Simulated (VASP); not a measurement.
Input of a VASP 6.6.1 run:

The input POSCAR:

```
Au
1.0
    2.8902925737      0.0000000000      0.0000000000
   -1.4451462869      2.5030667932      0.0000000000
    0.0000000000      0.0000000000     15.0000000000
Au
1
Direct
    0.3333333333      0.6666666667      0.5000000000
```

The input INCAR.step1:

```
PREC = Accurate
ENCUT = 520
ISMEAR = 0
SIGMA = 0.1
LREAL = F
LASPH = T
NELM = 60
LDIPOL = T
IDIPOL = 3
DIPOL = 0.5 0.5 0.500
NBANDS = 12
GGA = PE
ALGO = Normal
EDIFF = 1E-4
LWAVE = T
LCHARG = F
```

INCAR.step2

```
PREC = Accurate
ENCUT = 520
EDIFF = 1E-7
ISMEAR = 0
SIGMA = 0.1
LREAL = F
LASPH = T
NELM = 60
ALGO = Normal
ISIF = 2
LWAVE = F
LCHARG = F
LDIPOL = T
IDIPOL = 3
DIPOL = 0.5 0.5 0.500
METAGGA = R2SCAN
LMIXTAU = T
NBANDS = 12
ISTART = 1
```

Contents of KPOINTS:

```
regular mesh
0
Gamma
  12 12 1
```

Potentials or basis: VASP PAW PBE potentials, release 64 (Au).

Launch:

```bash
$ cat potpaw_PBE.64/Au/POTCAR > POTCAR
$ cp INCAR.step1 INCAR
$ mpirun -np 1 vasp_std > vasp.out
$ cp INCAR.step2 INCAR
$ mpirun -np 1 vasp_std > vasp.out
```

Problem. Predict the band gap on the k mesh.

Solution. Zero (an odd number of electrons rules out a gap without spin polarisation).

Caveat: the cell differs from its parent crystal (atoms taken out); spin-orbit coupling is left out, which moves the levels of the heavy elements.
